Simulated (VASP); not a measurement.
# LaAgS2 (P4/mmm) in VASP: single point with PBE

Aim: the single point of LaAgS2 with PBE.

All numbers are computed with VASP 6.6.1; they aren't measurements. Logs are shortened: lines on timing, memory, paths and dates and some standing lists are left out, and cuts for length are marked.

**1. The cell of the first run**

The structure is tetragonal, space group P4/mmm (No. 123). Conventional cell: a = 4.246 Å, b = 4.246 Å, c = 5.605 Å, α = 90.00°, β = 90.00°, γ = 90.00°. Within 3.7 Å of Ag (site symmetry 4/mmm) lie 6 S at 2.80 to 3.00 Å. Within 3.7 Å of S (site symmetry 4/mmm) lie 2 Ag at 2.80 Å and 4 La at 3.00 Å. S (site symmetry 4/mmm) has 2 La at 2.80 Å and 4 Ag at 3.00 Å within 3.7 Å. Within 3.7 Å of La (site symmetry 4/mmm) lie 6 S at 2.80 to 3.00 Å.

**2. Single point, PBE (biaxial xy strain +2.8%)**

INCAR reads:

```
PREC = Accurate ; ENCUT = 630
EDIFF = 1E-6 ; ISMEAR = -1
SIGMA = 0.02 ; LREAL = F
LASPH = T ; NELM = 200
ALGO = Normal ; ISIF = 2
LWAVE = F ; LCHARG = F
GGA = PE ; NBANDS = 29
GGA_COMPAT = F ; LMAXMIX = 6
```

KPOINTS reads:

```
regular mesh
0
Gamma
  6 6 6
```

POSCAR reads:

```
LaAgS2
1.0
    4.2464883002      0.0000000000      0.0000000000
    0.0000000000      4.2464883002      0.0000000000
    0.0000000000      0.0000000000      5.6048983260
Ag S La
1 2 1
Direct
    0.0000000000      0.0000000000      0.0000000000
    0.0000000000      0.0000000000      0.5000000000
    0.5000000000      0.5000000000      0.0000000000
    0.5000000000      0.5000000000      0.5000000000
```

Potentials or basis: VASP PAW PBE potentials, release 64 (Ag_sv_GW, S, La).

On the command line:

```console
$ cat potpaw_PBE.64/Ag_sv_GW/POTCAR potpaw_PBE.64/S/POTCAR potpaw_PBE.64/La/POTCAR > POTCAR
$ mpirun -np 1 vasp_std > vasp.out
```

OUTCAR:

```text
PREC = Accurate
   ENCUT = 630
   EDIFF = 1E-6
   ISMEAR = -1
   LREAL = F
   LASPH = T
   NELM = 200
   ISIF = 2
   GGA = PE

 ion  position               nearest neighbor table
   1  0.000  0.000  0.000-
   2  0.000  0.000  0.500-   4 3.00   4 3.00   4 3.00   4 3.00
   3  0.500  0.500  0.000-   4 2.80   4 2.80
   4  0.500  0.500  0.500-   3 2.80   3 2.80   2 3.00   2 3.00   2 3.00   2 3.00

  LATTYP: Found a simple tetragonal cell.
 ALAT       =     4.2464883002
 C/A-ratio  =     1.3198902080

  Lattice vectors:

 A1 = (   4.2464883002,   0.0000000000,   0.0000000000)
 A2 = (   0.0000000000,   4.2464883002,   0.0000000000)
 A3 = (   0.0000000000,   0.0000000000,   5.6048983260)

Analysis of symmetry for initial positions (statically):
=====================================================================
 Subroutine PRICEL returns:
 Original cell was already a primitive cell.

 Routine SETGRP: Setting up the symmetry group for a
 simple tetragonal supercell.

 Subroutine GETGRP returns: Found 16 space group operations
 (whereof 16 operations were pure point group operations)
 out of a pool of 16 trial point group operations.

The static configuration has the point symmetry D_4h.

Analysis of symmetry for dynamics (positions and initial velocities):
=====================================================================
 Subroutine PRICEL returns:
 Original cell was already a primitive cell.

 Routine SETGRP: Setting up the symmetry group for a
 simple tetragonal supercell.

 Subroutine GETGRP returns: Found 16 space group operations
 (whereof 16 operations were pure point group operations)
 out of a pool of 16 trial point group operations.

The dynamic configuration has the point symmetry D_4h.

 Subroutine INISYM returns: Found 16 space group operations
 (whereof 16 operations are pure point group operations),
 and found     1 'primitive' translations

----------------------------------------------------------------------------------------

                                     Primitive cell

  volume of cell :     101.0712

  direct lattice vectors                    reciprocal lattice vectors
     4.246488300  0.000000000  0.000000000     0.235488698  0.000000000  0.000000000
     0.000000000  4.246488300  0.000000000     0.000000000  0.235488698  0.000000000
     0.000000000  0.000000000  5.604898326     0.000000000  0.000000000  0.178415368

  length of vectors
     4.246488300  4.246488300  5.604898326     0.235488698  0.235488698  0.178415368

  position of ions in fractional coordinates (direct lattice)
     0.000000000  0.000000000  0.000000000
     0.000000000  0.000000000  0.500000000
     0.500000000  0.500000000  0.000000000
     0.500000000  0.500000000  0.500000000

  ion indices of the primitive-cell ions
   primitive index   ion index
                 1           1
                 2           2
                 3           3
                 4           4

----------------------------------------------------------------------------------------

 KPOINTS: regular mesh

Automatic generation of k-mesh.
 Grid dimensions read from file:
 generate k-points for:    6    6    6

 Generating k-lattice:

  Cartesian coordinates                     Fractional coordinates (reciprocal lattice)
     0.039248116  0.000000000  0.000000000     0.166666667  0.000000000  0.000000000
     0.000000000  0.039248116  0.000000000     0.000000000  0.166666667  0.000000000
     0.000000000  0.000000000  0.029735895     0.000000000  0.000000000  0.166666667

  Length of vectors
     0.039248116  0.039248116  0.029735895

  Shift w.r.t. Gamma in fractional coordinates (k-lattice)
     0.000000000  0.000000000  0.000000000

 Subroutine IBZKPT returns following result:
 ===========================================

 Found     40 irreducible k-points:

 Following reciprocal coordinates:
            Coordinates               Weight
  0.000000  0.000000  0.000000      1.000000
  0.166667  0.000000  0.000000      4.000000
  0.333333  0.000000  0.000000      4.000000
  0.500000  0.000000  0.000000      2.000000
  0.166667  0.166667  0.000000      4.000000
  0.333333  0.166667  0.000000      8.000000
[... 16 lines left out ...]
  0.333333  0.000000  0.333333      8.000000
  0.500000  0.000000  0.333333      4.000000
 [... further k-points ...]
   k-points           NKPTS =     40   k-points in BZ     NKDIM =     40   number of bands    NBANDS=     29
   number of dos      NEDOS =    301   number of ions     NIONS =      4
   total plane-waves  NPLWV =  62208
   dimension x,y,z NGX =    36 NGY =   36 NGZ =   48
   dimension x,y,z NGXF=    72 NGYF=   72 NGZF=   96
   ions per type =               1   2   1
   NGX,Y,Z   is equivalent  to a cutoff of  14.09, 14.09, 14.24 a.u.
   NGXF,Y,Z  is equivalent  to a cutoff of  28.19, 28.19, 28.47 a.u.
 SYSTEM =  unknown system
   PREC   = accura    normal or accurate (medium, high low for compatibility)
   ISTART =      0    job   : 0-new  1-cont  2-samecut
   ICHARG =      2    charge: 1-file 2-atom 10-const
   ISPIN  =      1    spin polarized calculation?
   LNONCOLLINEAR =      F non collinear calculations
   LSORBIT =      F    spin-orbit coupling
   LASPH  =      T    aspherical Exc in radial PAW
   ENCUT  =  630.0 eV  46.30 Ry    6.80 a.u.   8.69  8.69 11.47*2*pi/ulx,y,z
   NELM   =    200;   NELMIN=  2; NELMDL= -5     # of ELM steps
   EDIFF  = 0.1E-05   stopping-criterion for ELM
   LREAL  =      F    real-space projection
   EDIFFG = 0.1E-04   stopping-criterion for IOM
   NSW    =      0    number of steps for IOM
   IBRION =     -1    ionic relax: 0-MD 1-quasi-New 2-CG
   NFREE  =      0    steps in history (QN), initial steepest desc. (CG)
   ISIF   =      2    stress and relaxation
   ISYM   =      2    0-nonsym 1-usesym 2-fastsym
   POTIM  = 0.5000    time-step for ionic-motion
   TEBEG  =    0.0;   TEEND  =   0.0 temperature during run
   PSTRESS=    0.0 pullay stress
   NELECT =      42.0000    total number of electrons
   NUPDOWN=      -1.0000    fix difference up-down
   EMIN   =  10.00;   EMAX   =-10.00  energy-range for DOS
   EFERMI =   0.00;   METHOD = LEGACY
   ISMEAR =    -1;   SIGMA  =   0.02  broadening in eV -4-tet -1-fermi 0-gaus
   EFERMI_NEDOS =   21; number of points for ismear=-14 and -15
   IALGO  =     38    algorithm
   IMIX   =      4    mixing-type and parameters
     AMIX     =   0.40;   BMIX     =  1.00
     AMIX_MAG =   1.60;   BMIX_MAG =  1.00
  volume/ion in A,a.u.               =      25.27       170.52
  Fermi-wavevector in a.u.,A,eV,Ry     =   1.221655  2.308594 20.305906  1.492442
  Thomas-Fermi vector in A             =   2.356830
   LORBIT       =      0    0 simple, 1 ext, 2 COOP (PROOUT), +10 PAW based schemes
   GGA     = PE    functional components
   LHFCALC =     F    Hartree Fock is set to
   AEXX    =    0.0000 exact exchange contribution
   IVDW    =     0    specifies the selected vdW correction
   LEPSILON=     F    determine dielectric tensor
   LRPA    =     F    only Hartree local field effects (RPA)
 non-spin polarized calculation
  energy-cutoff  :      630.00
  volume of cell :      101.07
 maximum number of plane-waves:      3687
 NGX is ok and might be reduce to    36
   NGX = 17   NGY = 17   NGZ = 23

 number of electron      41.9999993 magnetization

 Free energy of the ion-electron system (eV)
  ---------------------------------------------------
  ext. energy  EPLUGINS =         0.00000000
  ---------------------------------------------------
  free energy    TOTEN  =       -18.86792248 eV

  energy without entropy =      -18.86699522  energy(sigma->0) =      -18.86745885

 E-fermi :   5.4894     XC(G=0):  -9.6694

 val. band max:        5.4879430616   @ k =   0.0000   0.0000   0.5000
 cond. band min:       5.4946468271   @ k =   0.0000   0.0000   0.3333
 fundamental gap:      0.0067037655
 Fermi energy:         5.4894185340

 k-point     1 :       0.0000    0.0000    0.0000
  band No.  band energies     occupation
      1     -85.1919      2.00000
      2     -48.7409      2.00000
      3     -48.6766      2.00000
      4     -48.6766      2.00000
      5     -27.2450      2.00000
      6     -11.0110      2.00000
[... 21 lines left out ...]
     28       7.8879      0.00000
     29       8.1306      0.00000

 k-point     2 :       0.1667    0.0000    0.0000
  band No.  band energies     occupation
      1     -85.1919      2.00000
      2     -48.7408      2.00000
      3     -48.6766      2.00000
      4     -48.6765      2.00000
      5     -27.2407      2.00000
      6     -11.0803      2.00000
[... 21 lines left out ...]
     28       7.9225      0.00000
     29       8.0283      0.00000

 k-point     3 :       0.3333    0.0000    0.0000
  band No.  band energies     occupation
      1     -85.1919      2.00000
      2     -48.7408      2.00000
      3     -48.6768      2.00000
      4     -48.6765      2.00000
      5     -27.2320      2.00000
      6     -11.3297      2.00000
[... 21 lines left out ...]
     28       7.9949      0.00000
     29       8.2923      0.00000

 k-point     4 :       0.5000    0.0000    0.0000
  band No.  band energies     occupation
      1     -85.1919      2.00000
      2     -48.7408      2.00000
      3     -48.6769      2.00000
      4     -48.6765      2.00000
      5     -27.2277      2.00000
      6     -11.4427      2.00000
[... 21 lines left out ...]
     28       7.9784      0.00000
     29       8.1523      0.00000

 k-point     5 :       0.1667    0.1667    0.0000
  band No.  band energies     occupation
      1     -85.1919      2.00000
      2     -48.7408      2.00000
      3     -48.6766      2.00000
      4     -48.6766      2.00000
      5     -27.2365      2.00000
      6     -11.0988      2.00000
[... 21 lines left out ...]
     28       7.9739      0.00000
     29       8.0509      0.00000
[... 510 lines left out ...]
     28       7.8646      0.00000
     29       7.8782      0.00000

 k-point    22 :       0.1667    0.0000    0.3333
  band No.  band energies     occupation
      1     -85.1919      2.00000
      2     -48.7408      2.00000
      3     -48.6766      2.00000
      4     -48.6765      2.00000
      5     -27.2397      2.00000
      6     -11.1602      2.00000
[... 21 lines left out ...]
     28       7.7985      0.00000
     29       7.9936      0.00000

 k-point    23 :       0.3333    0.0000    0.3333
  band No.  band energies     occupation
      1     -85.1919      2.00000
      2     -48.7408      2.00000
      3     -48.6768      2.00000
      4     -48.6765      2.00000
      5     -27.2311      2.00000
      6     -11.3249      2.00000
[... 21 lines left out ...]
     28       7.7558      0.00000
     29       8.2910      0.00000

 k-point    24 :       0.5000    0.0000    0.3333
  band No.  band energies     occupation
      1     -85.1919      2.00000
      2     -48.7408      2.00000
      3     -48.6769      2.00000
      4     -48.6765      2.00000
      5     -27.2267      2.00000
      6     -11.4372      2.00000
[... 21 lines left out ...]
     28       7.7616      0.00000
     29       8.6614      0.00000

 [... further k-points ...]
[... 5 lines left out ...]
  --------------------------------------------------------------------------------------
  -------------------------------------------------------------------------------------
  Total       -2.0437305     -2.0437305     -1.1803585      0.0000000      0.0000000     -0.0000000
  in kB      -32.3971349    -32.3971349    -18.7109962      0.0000000      0.0000000     -0.0000000
  external PRESSURE =     -27.8350886 kB  Pullay stress =       0.0000000 kB

 VOLUME and BASIS-vectors are now :
 -----------------------------------------------------------------------------
  energy-cutoff  :      630.00
  volume of cell :      101.07
      direct lattice vectors                 reciprocal lattice vectors
     4.246488300  0.000000000  0.000000000     0.235488698  0.000000000  0.000000000
     0.000000000  4.246488300  0.000000000     0.000000000  0.235488698  0.000000000
     0.000000000  0.000000000  5.604898326     0.000000000  0.000000000  0.178415368

 POSITION                                       TOTAL-FORCE (eV/Angst)
 -----------------------------------------------------------------------------------
      0.00000      0.00000      0.00000         0.000000      0.000000      0.000000
      0.00000      0.00000      2.80245         0.000000      0.000000      0.000000
      2.12324      2.12324      0.00000         0.000000      0.000000      0.000000
      2.12324      2.12324      2.80245         0.000000      0.000000      0.000000
 -----------------------------------------------------------------------------------
    total drift:                                0.000000      0.000000     -0.000000

  FREE ENERGIE OF THE ION-ELECTRON SYSTEM (eV)
  ---------------------------------------------------
  free  energy   TOTEN  =       -18.8679224797 eV

  energy  without entropy=      -18.8669952206  energy(sigma->0) =      -18.86745885
```

Run time: 4.9 min. Hardware: 1 thread of Intel Xeon Platinum 8375C at 2.90GHz (Ice Lake), shared host; peak memory 0.39 GiB.

What came out:

| Property | Result |
| --- | --- |
| Free energy | -18.8679 eV |
| Pressure | -2.8 GPa |
| Band gap on the k mesh | zero (bands 21 and 22 overlap by 0.08 eV) |

Caveat: the cell differs from its parent crystal (biaxial xy strain +2.8%); semilocal functionals underestimate gaps, and a narrow one can read as zero; spin-orbit coupling is left out, which moves the levels of the heavy elements.
